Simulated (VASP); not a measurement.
# MgH2 in VASP: a series of runs

Runs on MgH2. Level: PBE. Tasks: single point.

Program: VASP 6.6.1. These are calculated values, not measurements. Logs are shortened: lines on timing, memory, paths and dates and some standing lists are left out, and cuts for length are marked.

## Step 1: The cell of the first run

Symmetry: Pmc2_1, No. 26, orthorhombic system. Conventional cell: a = 3.263 Å, b = 3.256 Å, c = 6.441 Å, α = 90.00°, β = 90.00°, γ = 90.00°. Mg (site symmetry m) has 4 H at 1.86 to 1.87 Å within 2.5 Å. H (site symmetry m) has 2 Mg at 1.86 to 1.87 Å within 2.5 Å. Within 2.5 Å of H (site symmetry m) lie 2 Mg at 1.87 Å.

## Step 2: Single point, PBE

Contents of INCAR:

```
SYSTEM = MgH2
ALGO = Normal ; EDIFF = 1E-6
ENCUT = 520 ; GGA = PE
ISIF = 2 ; ISMEAR = 0
LASPH = .TRUE. ; LCHARG = .FALSE.
LREAL = .FALSE. ; LWAVE = .FALSE.
NBANDS = 13 ; NELM = 60
PREC = Accurate ; SIGMA = 0.1
```

Contents of KPOINTS:

```
k-points
0
G
  6 6 4
  0 0 0
```

Contents of POSCAR:

```
MgH2
1.0
    3.2632656615      0.0000000000      0.0000000000
    0.0000000000      3.2558794347      0.0000000000
    0.0000000000      0.0000000000      6.4405523521
Mg H
2 4
Direct
    0.0000000000      0.4857933017      0.4993775435
    0.0000000000      0.5142066983      0.9993775435
    0.0000000000      0.9874858620      0.6418942879
    0.0000000000      0.0125141380      0.1418942879
    0.5000000000      0.4976127590      0.8587865904
    0.5000000000      0.5023872410      0.3587865904
```

Potentials or basis: VASP PAW PBE potentials, release 64 (Mg, H).

Command:

```
$ cat potpaw_PBE.64/Mg/POTCAR potpaw_PBE.64/H/POTCAR > POTCAR
$ mpirun -np 1 vasp_std > vasp.out
```

OUTCAR:

```text
SYSTEM = MgH2
   EDIFF = 1E-6
   ENCUT = 520
   GGA = PE
   ISIF = 2
   ISMEAR = 0
   LASPH = .TRUE.
   LREAL = .FALSE.
   NELM = 60
   PREC = Accurate

 ion  position               nearest neighbor table
   1  0.000  0.486  0.499-   3 1.86   6 1.87   6 1.87   3 1.87   2 3.22   2 3.22
   2  0.000  0.514  0.999-   4 1.86   5 1.87   5 1.87   4 1.87   1 3.22   1 3.22
   3  0.000  0.987  0.642-   1 1.86   1 1.87
   4  0.000  0.013  0.142-   2 1.86   2 1.87
   5  0.500  0.498  0.859-   2 1.87   2 1.87
   6  0.500  0.502  0.359-   1 1.87   1 1.87

  LATTYP: Found a simple orthorhombic cell.
 ALAT       =     3.2558794347
 B/A-ratio  =     1.0022685812
 C/A-ratio  =     1.9781298667

  Lattice vectors:

 A1 = (   0.0000000000,  -3.2558794347,   0.0000000000)
 A2 = (   3.2632656615,   0.0000000000,   0.0000000000)
 A3 = (   0.0000000000,   0.0000000000,   6.4405523521)

Analysis of symmetry for initial positions (statically):
=====================================================================
 Subroutine PRICEL returns:
 Original cell was already a primitive cell.

 Routine SETGRP: Setting up the symmetry group for a
 simple orthorhombic supercell.

 Subroutine GETGRP returns: Found  4 space group operations
 (whereof  2 operations were pure point group operations)
 out of a pool of  8 trial point group operations.

The static configuration has the point symmetry C_1h.
 The point group associated with its full space group is C_2v.

Analysis of symmetry for dynamics (positions and initial velocities):
=====================================================================
 Subroutine PRICEL returns:
 Original cell was already a primitive cell.

 Routine SETGRP: Setting up the symmetry group for a
 simple orthorhombic supercell.

 Subroutine GETGRP returns: Found  4 space group operations
 (whereof  2 operations were pure point group operations)
 out of a pool of  8 trial point group operations.

The dynamic configuration has the point symmetry C_1h.
 The point group associated with its full space group is C_2v.

 Subroutine INISYM returns: Found  4 space group operations
 (whereof  2 operations are pure point group operations),
 and found     1 'primitive' translations

----------------------------------------------------------------------------------------

                                     Primitive cell

  volume of cell :      68.4296

  direct lattice vectors                    reciprocal lattice vectors
     3.263265662  0.000000000  0.000000000     0.306441493  0.000000000  0.000000000
[... 111 lines left out ...]
   IALGO  =     38    algorithm
   IMIX   =      4    mixing-type and parameters
     AMIX     =   0.40;   BMIX     =  1.00
     AMIX_MAG =   1.60;   BMIX_MAG =  1.00
  volume/ion in A,a.u.               =      11.40        76.96
  Fermi-wavevector in a.u.,A,eV,Ry     =   0.800492  1.512710  8.718438  0.640787
  Thomas-Fermi vector in A             =   1.907798
   LORBIT       =      0    0 simple, 1 ext, 2 COOP (PROOUT), +10 PAW based schemes
   GGA     = PE    functional components
   LHFCALC =     F    Hartree Fock is set to
   AEXX    =    0.0000 exact exchange contribution
   IVDW    =     0    specifies the selected vdW correction
   LEPSILON=     F    determine dielectric tensor
   LRPA    =     F    only Hartree local field effects (RPA)
 non-spin polarized calculation
 Gauss-broadening in eV      SIGMA  =   0.10
  energy-cutoff  :      520.00
  volume of cell :       68.43
 maximum number of plane-waves:      1872
   NGX = 13   NGY = 13   NGZ = 23

 number of electron       8.0000000 magnetization

 Free energy of the ion-electron system (eV)
  ---------------------------------------------------
  ext. energy  EPLUGINS =         0.00000000
  ---------------------------------------------------
  free energy    TOTEN  =       -16.80379234 eV

  energy without entropy =      -16.80379234  energy(sigma->0) =      -16.80379234

 E-fermi :   0.4904     XC(G=0):  -8.0253

 val. band max:        0.0662724861   @ k =   0.0000   0.0000   0.0000
 cond. band min:       1.9654819876   @ k =   0.5000   0.5000   0.0000
 fundamental gap:      1.8992095015
 Fermi energy:         0.4903920661

 k-point     1 :       0.0000    0.0000    0.0000
  band No.  band energies     occupation
      1      -6.8831      2.00000
      2      -3.8764      2.00000
      3      -3.7174      2.00000
      4       0.0663      2.00000
      5       6.6757      0.00000
      6       7.0768      0.00000
      7       8.3183      0.00000
      8       8.4428      0.00000
      9       8.5197      0.00000
     10       9.5009      0.00000
     11      11.3152      0.00000
     12      11.3496      0.00000
     13      11.8684      0.00000
[... 354 lines left out ...]
  band No.  band energies     occupation
      1      -3.6915      2.00000
      2      -3.2483      2.00000
      3      -2.6133      2.00000
      4      -2.3007      2.00000
      5       3.1254      0.00000
      6       3.9335      0.00000
      7       5.2878      0.00000
      8       6.5628      0.00000
      9       8.5448      0.00000
     10       8.9568      0.00000
     11       9.7822      0.00000
     12      10.0511      0.00000
     13      12.4895      0.00000

 [... further k-points ...]

------------------------ aborting loop because EDIFF is reached ----------------------------------------

  FORCE on cell =-STRESS in cart. coord.  units (eV):
  Direction    XX          YY          ZZ          XY          YZ          ZX
  --------------------------------------------------------------------------------------
  -------------------------------------------------------------------------------------
  Total       -0.0917880     -0.0826563     -0.0706292      0.0000000      0.0000000      0.0000000
  in kB       -2.1490795     -1.9352757     -1.6536782      0.0000000      0.0000000      0.0000000
  external PRESSURE =      -1.9126778 kB  Pullay stress =       0.0000000 kB

 VOLUME and BASIS-vectors are now :
 -----------------------------------------------------------------------------
  energy-cutoff  :      520.00
  volume of cell :       68.43
      direct lattice vectors                 reciprocal lattice vectors
     3.263265662  0.000000000  0.000000000     0.306441493  0.000000000  0.000000000
     0.000000000  3.255879435  0.000000000     0.000000000  0.307136680  0.000000000
     0.000000000  0.000000000  6.440552352     0.000000000  0.000000000  0.155266186

 POSITION                                       TOTAL-FORCE (eV/Angst)
 -----------------------------------------------------------------------------------
      0.00000      1.58168      3.21627         0.000000      0.002436     -0.000033
      0.00000      1.67420      6.43654         0.000000     -0.002436     -0.000033
      0.00000      3.21513      4.13415         0.000000      0.001086     -0.001255
      0.00000      0.04074      0.91388         0.000000     -0.001086     -0.001255
      1.63163      1.62017      5.53106         0.000000      0.006724      0.001287
      1.63163      1.63571      2.31078         0.000000     -0.006724      0.001287
 -----------------------------------------------------------------------------------
    total drift:                                0.000000      0.000000     -0.000086

  FREE ENERGIE OF THE ION-ELECTRON SYSTEM (eV)
  ---------------------------------------------------
  free  energy   TOTEN  =       -16.8037923393 eV

  energy  without entropy=      -16.8037923393  energy(sigma->0) =      -16.80379234
```

OSZICAR:

```text
N       E                     dE             d eps       ncg     rms          rms(c)
DAV:   1    -0.265068891012E+01   -0.26507E+01   -0.27966E+03  1248   0.464E+02
DAV:   2    -0.174532180538E+02   -0.14803E+02   -0.14287E+02  1599   0.681E+01
DAV:   3    -0.181763612207E+02   -0.72314E+00   -0.72233E+00  1561   0.138E+01
DAV:   4    -0.181794306147E+02   -0.30694E-02   -0.30693E-02  1473   0.101E+00
DAV:   5    -0.181794672886E+02   -0.36674E-04   -0.36674E-04  1612   0.114E-01    0.664E+00
DAV:   6    -0.171279561068E+02    0.10515E+01   -0.78010E-01  1383   0.341E+00    0.335E+00
DAV:   7    -0.167919647637E+02    0.33599E+00   -0.99288E-01  1408   0.423E+00    0.561E-01
DAV:   8    -0.168044078392E+02   -0.12443E-01   -0.31521E-02  1433   0.881E-01    0.152E-01
DAV:   9    -0.168037573486E+02    0.65049E-03   -0.17875E-03  1583   0.186E-01    0.283E-02
DAV:  10    -0.168037961136E+02   -0.38765E-04   -0.14781E-04  1483   0.616E-02    0.182E-02
DAV:  11    -0.168037924425E+02    0.36711E-05   -0.24862E-05  1473   0.174E-02    0.401E-03
DAV:  12    -0.168037923393E+02    0.10313E-06   -0.10418E-06  1084   0.566E-03
   1 F= -.16803792E+02 E0= -.16803792E+02  d E =-.604068E-11
```

Run time: 12 s. Hardware: 1 thread of AMD EPYC 9R45 (Zen 5), shared host; peak memory 0.16 GiB.

Results:

| Property | Result |
| --- | --- |
| Free energy | -16.8038 eV |
| Pressure | -0.2 GPa |
| Largest force | 0.007 eV/Å |
| Band gap on the k mesh | 1.90 eV |

Forces on the atoms (eV/Å):
```
Mg   0.000  0.002  0.000
Mg   0.000 -0.002  0.000
H    0.000  0.001 -0.001
H    0.000 -0.001 -0.001
H    0.000  0.007  0.001
H    0.000 -0.007  0.001
```

A k mesh can miss the band edges. Expect the measured gap to be larger: semilocal functionals such as PBE lack the derivative discontinuity.

## Step 3: Single point, PBE

Contents of INCAR:

```
ALGO     = Normal         # electronic algorithm
EDIFF    = 1E-7           # SCF threshold, eV
ENCUT    = 520            # plane-wave cutoff, eV
GGA      = PE             # functional
ISIF     = 2              # what is computed and relaxed
ISMEAR   = 0              # smearing method
LASPH    = T              # aspherical terms in the spheres
LCHARG   = T              # write CHGCAR
LELF     = T              # ELF
LREAL    = F              # projectors in reciprocal space
LVHAR    = T            
LWAVE    = F              # write WAVECAR
NBANDS   = 13             # bands
NELM     = 100            # most SCF steps
PREC     = Accurate       # precision mode
SIGMA    = 0.02           # smearing width, eV
```

Contents of KPOINTS:

```
k-points
0
Gamma
  8 8 4
```

POSCAR is that of step 2.

Potentials or basis: VASP PAW PBE potentials, release 64 (Mg, H).

Command:

```
$ cat potpaw_PBE.64/Mg/POTCAR potpaw_PBE.64/H/POTCAR > POTCAR
$ mpirun -np 1 vasp_std > vasp.out
```

OUTCAR:

```text
EDIFF = 1E-7
   ENCUT = 520
   GGA = PE
   ISIF = 2
   ISMEAR = 0
   LASPH = T
   LREAL = F
   NELM = 100
   PREC = Accurate

 ion  position               nearest neighbor table
   1  0.000  0.486  0.499-   3 1.86   6 1.87   6 1.87   3 1.87   2 3.22   2 3.22
   2  0.000  0.514  0.999-   4 1.86   5 1.87   5 1.87   4 1.87   1 3.22   1 3.22
   3  0.000  0.987  0.642-   1 1.86   1 1.87
   4  0.000  0.013  0.142-   2 1.86   2 1.87
   5  0.500  0.498  0.859-   2 1.87   2 1.87
   6  0.500  0.502  0.359-   1 1.87   1 1.87

  LATTYP: Found a simple orthorhombic cell.
 ALAT       =     3.2558794347
 B/A-ratio  =     1.0022685812
 C/A-ratio  =     1.9781298667

  Lattice vectors:

 A1 = (   0.0000000000,  -3.2558794347,   0.0000000000)
 A2 = (   3.2632656615,   0.0000000000,   0.0000000000)
 A3 = (   0.0000000000,   0.0000000000,   6.4405523521)

Analysis of symmetry for initial positions (statically):
=====================================================================
 Subroutine PRICEL returns:
 Original cell was already a primitive cell.

 Routine SETGRP: Setting up the symmetry group for a
[... 554 lines left out ...]
  band No.  band energies     occupation
      1      -2.8299      2.00000
      2      -2.6939      2.00000
      3      -1.5773      2.00000
      4      -1.5164      2.00000
      5       2.6556      0.00000
      6       3.8410      0.00000
      7       4.3719      0.00000
      8       4.6615      0.00000
      9       6.0365      0.00000
     10       7.5742      0.00000
     11       8.0153      0.00000
     12       9.1627      0.00000
     13      10.8920      0.00000

 [... further k-points ...]

------------------------ aborting loop because EDIFF is reached ----------------------------------------

  FORCE on cell =-STRESS in cart. coord.  units (eV):
  Direction    XX          YY          ZZ          XY          YZ          ZX
  --------------------------------------------------------------------------------------
  -------------------------------------------------------------------------------------
  Total       -0.0920941     -0.0829169     -0.0720155      0.0000000      0.0000000      0.0000000
  in kB       -2.1562463     -1.9413763     -1.6861362      0.0000000      0.0000000      0.0000000
  external PRESSURE =      -1.9279196 kB  Pullay stress =       0.0000000 kB

 VOLUME and BASIS-vectors are now :
 -----------------------------------------------------------------------------
  energy-cutoff  :      520.00
  volume of cell :       68.43
      direct lattice vectors                 reciprocal lattice vectors
     3.263265662  0.000000000  0.000000000     0.306441493  0.000000000  0.000000000
     0.000000000  3.255879435  0.000000000     0.000000000  0.307136680  0.000000000
     0.000000000  0.000000000  6.440552352     0.000000000  0.000000000  0.155266186

 POSITION                                       TOTAL-FORCE (eV/Angst)
 -----------------------------------------------------------------------------------
      0.00000      1.58168      3.21627         0.000000      0.002443     -0.000031
      0.00000      1.67420      6.43654         0.000000     -0.002443     -0.000031
      0.00000      3.21513      4.13415         0.000000      0.001150     -0.001215
      0.00000      0.04074      0.91388         0.000000     -0.001150     -0.001215
      1.63163      1.62017      5.53106         0.000000      0.006718      0.001246
      1.63163      1.63571      2.31078         0.000000     -0.006718      0.001246
 -----------------------------------------------------------------------------------
    total drift:                                0.000000     -0.000000     -0.000080

  FREE ENERGIE OF THE ION-ELECTRON SYSTEM (eV)
  ---------------------------------------------------
  free  energy   TOTEN  =       -16.8039045025 eV

  energy  without entropy=      -16.8039045025  energy(sigma->0) =      -16.80390450
```

OSZICAR:

```text
N       E                     dE             d eps       ncg     rms          rms(c)
DAV:   1    -0.357409266983E+01   -0.35741E+01   -0.27207E+03  1950   0.460E+02
DAV:   2    -0.175073732886E+02   -0.13933E+02   -0.13365E+02  2442   0.665E+01
DAV:   3    -0.181765382681E+02   -0.66916E+00   -0.66834E+00  2458   0.133E+01
DAV:   4    -0.181794397548E+02   -0.29015E-02   -0.29014E-02  2241   0.994E-01
DAV:   5    -0.181794747479E+02   -0.34993E-04   -0.34993E-04  2499   0.111E-01    0.664E+00
DAV:   6    -0.171279067234E+02    0.10516E+01   -0.76804E-01  2190   0.341E+00    0.335E+00
DAV:   7    -0.167919647270E+02    0.33594E+00   -0.98992E-01  2210   0.424E+00    0.562E-01
DAV:   8    -0.168045447676E+02   -0.12580E-01   -0.32561E-02  2175   0.889E-01    0.154E-01
DAV:   9    -0.168038688524E+02    0.67592E-03   -0.18284E-03  2415   0.187E-01    0.286E-02
DAV:  10    -0.168039084269E+02   -0.39575E-04   -0.15212E-04  2230   0.626E-02    0.185E-02
DAV:  11    -0.168039046723E+02    0.37546E-05   -0.25929E-05  2295   0.178E-02    0.422E-03
DAV:  12    -0.168039045193E+02    0.15304E-06   -0.11223E-06  2330   0.575E-03    0.838E-04
DAV:  13    -0.168039045025E+02    0.16784E-07   -0.59935E-08  1440   0.114E-03
   1 F= -.16803905E+02 E0= -.16803905E+02  d E =-.348263E-26
```

Run time: 20 s. Hardware: 1 thread of AMD EPYC 9R45 (Zen 5), shared host; peak memory 0.18 GiB.

Results:

```yaml
Free_energy: -16.8039 eV
Pressure: -0.2 GPa
Largest_force: 0.007 eV/Å
Band_gap_on_the_k_mesh: 1.90 eV
```

Forces on the atoms (eV/Å):
```
Mg   0.000  0.002  0.000
Mg   0.000 -0.002  0.000
H    0.000  0.001 -0.001
H    0.000 -0.001 -0.001
H    0.000  0.007  0.001
H    0.000 -0.007  0.001
```

Levels at points of the mesh, in eV from the valence-band top:
```
           k point  band 1  band 2  band 3  band 4  band 5  band 6  band 7  band 8
(0.00, 0.00, 0.00)   -6.95   -3.94   -3.78    0.00    6.61    7.01    8.25    8.38
(0.50, 0.00, 0.00)   -4.23   -3.70   -2.58   -2.27    2.08    2.90    6.76    7.86
(0.00, 0.50, 0.00)   -4.21   -3.70   -2.56   -2.26    2.10    2.88    6.73    7.84
(0.50, 0.50, 0.00)   -2.54   -2.53   -1.45   -1.43    1.90    3.73    4.38    5.41
(0.00, 0.00, 0.50)   -6.14   -6.14   -1.04   -1.04    5.69    5.69    9.16    9.16
(0.50, 0.00, 0.50)   -3.58   -3.58   -3.12   -3.12    4.33    4.33    5.13    5.13
(0.00, 0.50, 0.50)   -3.56   -3.56   -3.11   -3.11    4.33    4.33    5.12    5.12
(0.50, 0.50, 0.50)   -2.07   -2.07   -2.05   -2.05    2.74    2.74    4.60    4.60
```

A k mesh can miss the band edges.

## Step 4: Single point, PBE

Contents of INCAR:

```
SYSTEM = MgH2
  PREC = Accurate
  ENCUT = 520
  EDIFF = 1E-6
  ISMEAR = 0
  SIGMA = 0.2
  LREAL = .FALSE.
  LASPH = .TRUE.
  NELM = 100
  ALGO = Normal
  ISIF = 2
  LWAVE = .FALSE.
  LCHARG = .FALSE.
  GGA = PE
  NBANDS = 13
```

Contents of KPOINTS:

```
Automatic mesh
0
G
  6 6 4
  0 0 0
```

Contents of POSCAR:

```
MgH2
1.0
    3.2558794109     -0.0003234403      0.0002244072
   -0.0004609592      3.2632652071      0.0016590848
   -0.0018634208     -0.0058245966      6.4405494488
Mg H
2 4
Direct
    0.4858620185      0.5014590565      0.5006224565
    0.5142754152      0.4983169656      0.0007246023
   -0.0124454211      0.5008196157      0.3581057121
    0.0123580895      0.4992556921      0.8581631835
    0.4976814759     -0.0013294426      0.1412134096
    0.5022684220      0.0014781127      0.6411706360
```

Command:

```
$ cat potpaw_PBE.64/Mg/POTCAR potpaw_PBE.64/H/POTCAR > POTCAR
$ mpirun -np 1 vasp_std > vasp.out
```

Wall time 18 s (1 thread of AMD EPYC 9R45 (Zen 5), shared host); peak memory 0.18 GiB.

The run converged. Its results:

- Free energy: -16.8038 eV
- Pressure: -0.2 GPa
- Largest force: 0.007 eV/Å
- Band gap on the k mesh: 1.90 eV

Forces on the atoms (eV/Å):
```
Mg   0.004  0.001  0.001
Mg  -0.005  0.001 -0.002
H   -0.001 -0.004  0.001
H    0.002  0.004  0.002
H    0.006  0.000  0.000
H   -0.006 -0.002 -0.001
```

Levels at points of the mesh, in eV from the valence-band top:
| k point | band 1 | band 2 | band 3 | band 4 | band 5 | band 6 | band 7 | band 8 |
| --- | --- | --- | --- | --- | --- | --- | --- | --- |
| (0.00, 0.00, 0.00) | -6.95 | -3.94 | -3.78 | 0.00 | 6.61 | 7.01 | 8.25 | 8.38 |
| (0.50, 0.00, 0.00) | -4.21 | -3.70 | -2.56 | -2.26 | 2.10 | 2.88 | 6.73 | 7.84 |
| (0.00, 0.50, 0.00) | -4.23 | -3.70 | -2.58 | -2.27 | 2.08 | 2.90 | 6.76 | 7.86 |
| (0.50, 0.50, 0.00) | -2.54 | -2.53 | -1.45 | -1.43 | 1.90 | 3.73 | 4.39 | 5.41 |
| (0.00, 0.00, 0.50) | -6.14 | -6.14 | -1.04 | -1.04 | 5.69 | 5.69 | 9.16 | 9.16 |
| (0.50, 0.00, 0.50) | -3.56 | -3.56 | -3.11 | -3.10 | 4.33 | 4.33 | 5.12 | 5.12 |
| (0.00, 0.50, 0.50) | -3.58 | -3.57 | -3.12 | -3.12 | 4.33 | 4.33 | 5.13 | 5.13 |
| (0.50, 0.50, 0.50) | -2.07 | -2.06 | -2.06 | -2.05 | 2.74 | 2.75 | 4.60 | 4.60 |

## Step 5: Overview

```tsv
cell	k mesh	smearing	gap on the mesh (eV)	pressure (GPa)	largest force (eV/Å)
a = 3.263, b = 3.256, c = 6.441 Å, 6 atoms	6 × 6 × 4	gaussian 0.1 eV	1.90	-0.2	0.01
a = 3.263, b = 3.256, c = 6.441 Å, 6 atoms	8 × 8 × 4	gaussian 0.02 eV	1.90	-0.2	0.01
a = 3.256, b = 3.263, c = 6.441 Å, 6 atoms	6 × 6 × 4	gaussian 0.2 eV	1.90	-0.2	0.01
```

Alike in all rows: task single point; level PBE; potentials or basis VASP PAW PBE potentials, release 64 (Mg, H); no spin polarisation; cutoff (eV) 520.

Total energies depend on the potentials used, so only differences within one code and one set of settings carry meaning.
